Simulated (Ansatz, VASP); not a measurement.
# One calculation of PdC, two programs

```xyz
4
Lattice="2.3883 -3.7248 0.0000 2.3883 3.7248 0.0000 0.0000 0.0000 2.5920" Properties=species:S:1:pos:R:3 pbc="T T T"
Pd    2.3883   -2.3338    1.9440
Pd    2.3883    2.3338    0.6480
C     2.3883   -0.3127    1.9440
C     2.3883    0.3127    0.6480
```

Alike in both runs: functional PBE; k mesh 6 × 6 × 6; occupations gaussian, width 0.1 eV; no spin polarisation.

Ansatz relaxed the structure, and its values are those at the end. VASP's run is a single point on that final structure, the one shown.

```csv
,VASP,Ansatz
version,VASP 6.6.1,Ansatz 0.2.0
potentials or method,"VASP PAW PBE potentials, release 64 (Pd_sv_GW, C), cutoff 700 eV","scalar-relativistic, plane waves, PAW"
valence electrons in the cell,44,44
```

|  | VASP | Ansatz | Ansatz less VASP |
| --- | --- | --- | --- |
| gap on the k mesh at the Fermi level (eV) | none | none | - |
| pressure (GPa) | 0.0 | 0.0 | +0.07 |
| rms of the force components (eV/Å) | 0.010 | 0.005 | -0.0051 |

A gap of «none» marks a metal or a gap that the smearing closes. With one functional, cell and mesh, what is left measures potentials, basis and numerics.

The k mesh is coarse, so the values compare programs but aren't converged.
